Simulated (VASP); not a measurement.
# Ag (I4/mmm) in VASP: further runs, part 2 of 2

VASP 6.6.1. The steps go on from the part before.

## (4) Single point, PBEsol (strain +0.0375 x Voigt [1, 1, 0, 0, 0, 0])

Contents of INCAR:

```
  PREC = Accurate
  ENCUT = 520
  EDIFF = 1E-6
  ISMEAR = 0
  SIGMA = 0.15
  LREAL = F
  LASPH = T
  NELM = 100
  ALGO = Fast
  ISIF = 2
  LWAVE = F
  LCHARG = T
  GGA = PS
  LELF = T
  LVHAR = T
  NBANDS = 12
```

Contents of KPOINTS:

```
Automatic mesh
0
Gamma
  20 20 20
```

Contents of POSCAR:

```
Ag
1.0
    0.0000000000      2.1197162500      2.0431000000
    2.1197162500      0.0000000000      2.0431000000
    2.1197162500      2.1197162500      0.0000000000
Ag
1
Direct
    0.0000000000      0.0000000000      0.0000000000
```

Potentials or basis: VASP PAW PBE potentials, release 64 (Ag).

Run with:

```sh
$ cat potpaw_PBE.64/Ag/POTCAR > POTCAR
$ mpirun -np 1 vasp_std > vasp.out
```

OUTCAR:

```text
PREC = Accurate
   ENCUT = 520
   EDIFF = 1E-6
   ISMEAR = 0
   LREAL = F
   LASPH = T
   NELM = 100
   ISIF = 2
   GGA = PS

 ion  position               nearest neighbor table
   1  0.000  0.000  0.000-

  LATTYP: Found a body centered tetragonal cell.
 ALAT       =     2.9977314691
 C/A-ratio  =     1.3630974095

  Lattice vectors:

 A1 = (   0.0000000000,  -2.1197162500,  -2.0431000000)
 A2 = (   0.0000000000,   2.1197162500,  -2.0431000000)
 A3 = (   2.1197162500,   0.0000000000,   2.0431000000)

Analysis of symmetry for initial positions (statically):
=====================================================================
 Subroutine PRICEL returns:
 Original cell was already a primitive cell.

 Routine SETGRP: Setting up the symmetry group for a
 body centered tetragonal supercell.

 Subroutine GETGRP returns: Found 16 space group operations
 (whereof 16 operations were pure point group operations)
 out of a pool of 16 trial point group operations.

The static configuration has the point symmetry D_4h.

Analysis of symmetry for dynamics (positions and initial velocities):
=====================================================================
 Subroutine PRICEL returns:
 Original cell was already a primitive cell.

 Routine SETGRP: Setting up the symmetry group for a
 body centered tetragonal supercell.

 Subroutine GETGRP returns: Found 16 space group operations
 (whereof 16 operations were pure point group operations)
 out of a pool of 16 trial point group operations.

The dynamic configuration has the point symmetry D_4h.

 Subroutine INISYM returns: Found 16 space group operations
 (whereof 16 operations are pure point group operations),
 and found     1 'primitive' translations

----------------------------------------------------------------------------------------

                                     Primitive cell

[... 110 lines left out ...]
  Fermi-wavevector in a.u.,A,eV,Ry     =   1.380111  2.608032 25.915105  1.904707
  Thomas-Fermi vector in A             =   2.505018
   LORBIT       =      0    0 simple, 1 ext, 2 COOP (PROOUT), +10 PAW based schemes
   GGA     = PS    functional components
   LHFCALC =     F    Hartree Fock is set to
   AEXX    =    0.0000 exact exchange contribution
   IVDW    =     0    specifies the selected vdW correction
   LEPSILON=     F    determine dielectric tensor
   LRPA    =     F    only Hartree local field effects (RPA)
 non-spin polarized calculation
 RMM-DIIS sequential band-by-band and
 Gauss-broadening in eV      SIGMA  =   0.15
  energy-cutoff  :      520.00
  volume of cell :       18.36
 maximum number of plane-waves:       523
 NGX is ok and might be reduce to    24
   NGX = 11   NGY = 11   NGZ = 11

 number of electron      11.0000003 magnetization

 Free energy of the ion-electron system (eV)
  ---------------------------------------------------
  ext. energy  EPLUGINS =         0.00000000
  ---------------------------------------------------
  free energy    TOTEN  =        -3.25853662 eV

  energy without entropy =       -3.25620394  energy(sigma->0) =       -3.25737028

 E-fermi :   7.2306     XC(G=0): -11.9757

 val. band max:        7.2227022348   @ k =   0.4500   0.0000   0.3500
 cond. band min:       7.2322634020   @ k =   0.4000   0.4000   0.0000
 fundamental gap:      0.0095611673
 Fermi energy:         7.2305575932

 k-point     1 :       0.0000    0.0000    0.0000
  band No.  band energies     occupation
      1      -0.0531      2.00000
      2       2.6664      2.00000
      3       2.6664      2.00000
      4       2.8663      2.00000
      5       3.5399      2.00000
      6       3.7470      2.00000
      7      23.0713      0.00000
      8      26.0653      0.00000
      9      26.0653      0.00000
     10      26.4460      0.00000
     11      30.8343      0.00000
     12      31.2864      0.00000
[... 331 lines left out ...]
 k-point    24 :      -0.3500    0.0500    0.0000
  band No.  band energies     occupation
      1       1.4249      2.00000
      2       2.7257      2.00000
      3       2.8749      2.00000
      4       3.9416      2.00000
      5       4.0593      2.00000
      6       5.0105      2.00000
      7      13.6653      0.00000
      8      22.6613      0.00000
      9      24.1265      0.00000
     10      25.0744      0.00000
     11      28.5954      0.00000
     12      29.2858      0.00000

 [... further k-points ...]
[... 5 lines left out ...]
  --------------------------------------------------------------------------------------
  -------------------------------------------------------------------------------------
  Total       -1.0468544     -1.0468544     -0.9314246      0.0000000      0.0000000      0.0000000
  in kB      -91.3527860    -91.3527860    -81.2799067      0.0000000      0.0000000      0.0000000
  external PRESSURE =     -87.9951595 kB  Pullay stress =       0.0000000 kB

 VOLUME and BASIS-vectors are now :
 -----------------------------------------------------------------------------
  energy-cutoff  :      520.00
  volume of cell :       18.36
      direct lattice vectors                 reciprocal lattice vectors
     0.000000000  2.119716250  2.043100000    -0.235880628  0.235880628  0.244726151
     2.119716250  0.000000000  2.043100000     0.235880628 -0.235880628  0.244726151
     2.119716250  2.119716250  0.000000000     0.235880628  0.235880628 -0.244726151

 POSITION                                       TOTAL-FORCE (eV/Angst)
 -----------------------------------------------------------------------------------
      0.00000      0.00000      0.00000         0.000000     -0.000000      0.000000
 -----------------------------------------------------------------------------------
    total drift:                               -0.000000      0.000000     -0.000000

  FREE ENERGIE OF THE ION-ELECTRON SYSTEM (eV)
  ---------------------------------------------------
  free  energy   TOTEN  =        -3.2585366153 eV

  energy  without entropy=       -3.2562039447  energy(sigma->0) =       -3.25737028
```

stdout:

```text
POSCAR found type information on POSCAR Ag
 POSCAR found :  1 types and       1 ions
 scaLAPACK will be used
 -----------------------------------------------------------------------------
|                                                                             |
|                                                                             |
|     You enforced a specific xc type in the INCAR file but a different       |
|     I HOPE YOU KNOW WHAT YOU ARE DOING!                                     |
|                                                                             |
 -----------------------------------------------------------------------------

 LDA part: xc-table for (Slater+PW92), standard interpolation
 POSCAR, INCAR and KPOINTS ok, starting setup
 FFT: planning ... GRIDC
 FFT: planning ... GRID_SOFT
 FFT: planning ... GRID
 WAVECAR not read
 entering main loop
```

Run time: 43 s. Hardware: 1 thread of Intel Xeon Platinum 8559C (Emerald Rapids), shared host; peak memory 0.25 GiB.

Results:

```
Free energy : -3.2585 eV
Pressure    : -8.8 GPa
```

Caveat: the cell differs from its parent crystal (strain +0.0375 x Voigt [1, 1, 0, 0, 0, 0]); the PAW data sets were made with another functional, which shifts forces and pressure a little.

## (5) The runs side by side

```csv
cell,gap on the mesh (eV),pressure (GPa)
"a = 2.783, b = 2.783, c = 2.673 Å, angles 61.3, 61.3, 57.4°, 1 atom",none,22.8
"a = 2.836, b = 2.836, c = 2.781 Å, angles 60.6, 60.6, 58.7°, 1 atom",none,7.1
"a = 2.944, b = 2.944, c = 2.998 Å, angles 59.4, 59.4, 61.2°, 1 atom",none,-8.8
```

Alike in all rows: task single point; level PBEsol; potentials or basis VASP PAW PBE potentials, release 64 (Ag); no spin polarisation; k mesh 20 × 20 × 20; cutoff (eV) 520; smearing gaussian 0.15 eV.

Caveats: the PAW data sets were made with another functional, which shifts forces and pressure a little.

Total energies depend on the potentials used, so only differences within one code and one set of settings carry meaning.
